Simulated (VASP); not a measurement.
Input of a VASP 6.6.1 run:

File INCAR:

```
  PREC = Accurate
  ENCUT = 520
  EDIFF = 1E-6
  ISMEAR = 0
  SIGMA = 0.1
  LREAL = False
  LASPH = True
  NELM = 100
  ALGO = Normal
  ISIF = 2
  LWAVE = False
  LCHARG = False
  GGA = PE
  NBANDS = 30
```

Contents of KPOINTS:

```
Automatic mesh
0
Gamma
  12 12 8
```

The input POSCAR:

```
Zr3C2
1.0
    5.7159106544      0.0000000000      0.0000000000
   -2.8579553272      4.9501238324      0.0000000000
    0.0000000000      0.0000000000      4.4278749555
Zr C
3 2
Direct
    0.6592761632      0.0000000000      0.0000000000
    0.3407238368      0.3407238368      0.0000000000
    0.0000000000      0.6592761632      0.0000000000
    0.0000000000      0.0000000000      0.1835297352
    0.0000000000      0.0000000000      0.8164702648
```

Potentials or basis: VASP PAW PBE potentials, release 64 (Zr_sv, C).

Run with:

```sh
$ cat potpaw_PBE.64/Zr_sv/POTCAR potpaw_PBE.64/C/POTCAR > POTCAR
$ mpirun -np 1 vasp_std > vasp.out
```

**Question.** Predict the pressure.

**Answer.** 0.1 GPa.

**Question.** What does it give for the largest force?

**Answer.** 0.064 eV/Å.

**Question.** Estimate the band gap on the k mesh.

**Answer.** Zero (band 22 reaches 4.70 eV, above the bottom of band 23 at 4.40 eV).

Forces on the atoms (eV/Å):
```
Zr  -0.040  0.000  0.000
Zr   0.020  0.034  0.000
Zr   0.020 -0.034  0.000
C    0.000  0.000  0.064
C    0.000  0.000 -0.064
```
